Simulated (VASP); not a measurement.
Here is a VASP 6.6.1 calculation.

Contents of INCAR:

```
ALGO = Normal
EDIFF = 1E-6
ENCUT = 600
GGA = PE
GGA_COMPAT = False
ISIF = 2
ISMEAR = 0
IVDW = 12
LASPH = True
LCHARG = False
LREAL = False
LWAVE = False
NBANDS = 11
NELM = 120
PREC = Accurate
SIGMA = 0.05
```

File KPOINTS:

```
k-points
0
Gamma
  10 10 10
```

File POSCAR:

```
AlN
1.0
    0.0000000000      2.0310191826      2.0310191826
    2.0310191826      0.0000000000      2.0310191826
    2.0310191826      2.0310191826      0.0000000000
Al N
1 1
Direct
    0.0000000000      0.0000000000      0.0000000000
    0.5000000000      0.5000000000      0.5000000000
```

Potentials or basis: VASP PAW PBE potentials, release 64 (Al, N).

Command:

```bash
$ cat potpaw_PBE.64/Al/POTCAR potpaw_PBE.64/N/POTCAR > POTCAR
$ mpirun -np 1 vasp_std > vasp.out
```

**Question.** Estimate the dispersion energy per atom.

**Answer.** -0.335 eV.

**Question.** Predict the band gap on the k mesh.

**Answer.** 4.47 eV, indirect (least direct gap 5.48 eV).

 A k mesh can miss the band edges.
